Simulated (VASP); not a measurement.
A run of VASP 6.6.1:

Contents of INCAR:

```
SYSTEM = MnO
  PREC = Accurate
  ENCUT = 520
  EDIFF = 1E-7
  ISMEAR = -1
  SIGMA = 0.05
  LREAL = .False.
  LASPH = .True.
  NELM = 150
  ALGO = Normal
  ISIF = 2
  LWAVE = .False.
  LCHARG = .True.
  ISPIN = 2
  MAGMOM = 4 -4 0 0
  LORBIT = 11
  LMAXMIX = 4
  GGA = PE
  LELF = .True.
  LVHAR = .True.
  NBANDS = 31
```

KPOINTS

```
Automatic mesh
0
Gamma
  9 9 5
  0 0 0
```

The input POSCAR:

```
MnO
1.0
    3.3717000000      0.0000000000      0.0000000000
   -1.6858500000      2.9199778539      0.0000000000
    0.0000000000      0.0000000000      5.3855000000
Mn O
2 2
Direct
    0.6666666667      0.3333333333      0.5109600000
    0.3333333333      0.6666666667      0.0109600000
    0.6666666667      0.3333333333      0.8754700000
    0.3333333333      0.6666666667      0.3754700000
```

Potentials or basis: VASP PAW PBE potentials, release 64 (Mn_pv, O).

Run with:

```console
$ cat potpaw_PBE.64/Mn_pv/POTCAR potpaw_PBE.64/O/POTCAR > POTCAR
$ mpirun -np 1 vasp_std > vasp.out
```

Hardware: 1 thread of AMD EPYC 9R14 (Zen 4), on a shared host.

Estimate the wall time of this run.

It took 2.6 min on 1 thread of AMD EPYC 9R14 (Zen 4), on a shared host, peak memory 0.21 GiB. Counts: scf iterations 18, k points 36.
